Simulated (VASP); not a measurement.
Wanted: the native input for a VASP 6.6.1 run.

- Task: single point
- Functional: PBE
- Dispersion: D3(BJ)
- Potentials or basis: VASP PAW PBE potentials, release 64 (C, H)
- Cutoff: 520 eV
- k mesh: 1 × 1 × 1
- Occupations: gaussian, width 0.005 eV
- Spin: no spin polarisation
- Dipole correction: no
- Further INCAR settings: ALGO = Normal; EDIFF = 1e-06; NBANDS = 17; ISYM = 0

The structure of C2H6 lies in POSCAR:

```
H3C
1.0
   14.0000000000      0.0000000000      0.0000000000
    0.0000000000     14.5000000000      0.0000000000
    0.0000000000      0.0000000000     15.0000000000
C H
2 6
Direct
    0.4454947171      0.5068392810      0.4978977003
    0.5535504050      0.4925990782      0.5001912697
    0.4109940156      0.4594801269      0.4506698073
    0.4270086994      0.5773973478      0.4775629526
    0.4132449086      0.4948717974      0.5636513812
    0.5720328607      0.4220175335      0.5204527482
    0.5880464928      0.5399025858      0.5474750012
    0.5858165269      0.5046363896      0.4344577972
```

These files were run (other wordings do the same):

INCAR

```
SYSTEM = H3C
ALGO = Normal
EDIFF = 1E-6
ENCUT = 520
GGA = PE
ISIF = 2
ISMEAR = 0
ISYM = 0
IVDW = 12
LASPH = .TRUE.
LCHARG = .TRUE.
LELF = .TRUE.
LREAL = .FALSE.
LVHAR = .TRUE.
LWAVE = .FALSE.
NBANDS = 17
NELM = 80
PREC = Accurate
SIGMA = 0.005
```

KPOINTS

```
k-points
0
G
  1 1 1
  0 0 0
```

Potentials or basis: VASP PAW PBE potentials, release 64 (C, H).

Launch:

```bash
$ cat potpaw_PBE.64/C/POTCAR potpaw_PBE.64/H/POTCAR > POTCAR
$ mpirun -np 1 vasp_gam > vasp.out
```

Results of the run:

```yaml
Largest_force: 0.023 eV/Å
Gap_between_the_frontier_levels: 7.61 eV
Dispersion_energy_per_atom: -0.011 eV
```

Run time: 4 min on 1 thread of Intel(R) Xeon(R) Platinum 8375C CPU @ 2.90GHz (Ice Lake) (shared host), peak memory 1.8 GiB.
